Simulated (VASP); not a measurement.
Input of a VASP 6.6.1 run:

Contents of INCAR:

```
ALGO = Normal ; EDIFF = 1E-7
ENCUT = 520 ; GGA = PS
ISIF = 2 ; ISMEAR = -1
LASPH = True ; LCHARG = False
LREAL = False ; LWAVE = False
NBANDS = 33 ; NELM = 80
PREC = Accurate ; SIGMA = 0.02
```

KPOINTS

```
k-points
0
Gamma
  8 8 4
```

File POSCAR:

```
TiO2
1.0
    3.3612404290      0.0000000000      0.0000000000
    0.0000000000      3.3612404290      0.0000000000
    0.0000000000      0.0000000000      5.1337941358
Ti O
2 4
Direct
    0.5000000000      0.5000000000      0.5000000000
    0.0000000000      0.0000000000      0.0000000000
    0.0000000000      0.5000000000      0.6667093220
    0.5000000000      0.0000000000      0.8332906780
    0.5000000000      0.0000000000      0.3332906780
    0.0000000000      0.5000000000      0.1667093220
```

Potentials or basis: VASP PAW PBE potentials, release 64 (Ti_sv, O).

The run is started by

```console
$ cat potpaw_PBE.64/Ti_sv/POTCAR potpaw_PBE.64/O/POTCAR > POTCAR
$ mpirun -np 1 vasp_std > vasp.out
```

**Question.** Predict the largest force.

**Answer.** 0.058 eV/Å.

**Question.** What does it give for the band gap on the k mesh?

**Answer.** 2.43 eV (least direct gap 2.48 eV).

Forces on the atoms (eV/Å):
```
Ti   0.000  0.000  0.000
Ti   0.000  0.000  0.000
O    0.000  0.000  0.058
O    0.000  0.000 -0.058
O    0.000  0.000 -0.058
O    0.000  0.000  0.058
```

Caveat: the PAW data sets were made with another functional, which shifts forces and pressure a little. A k mesh can miss the band edges.
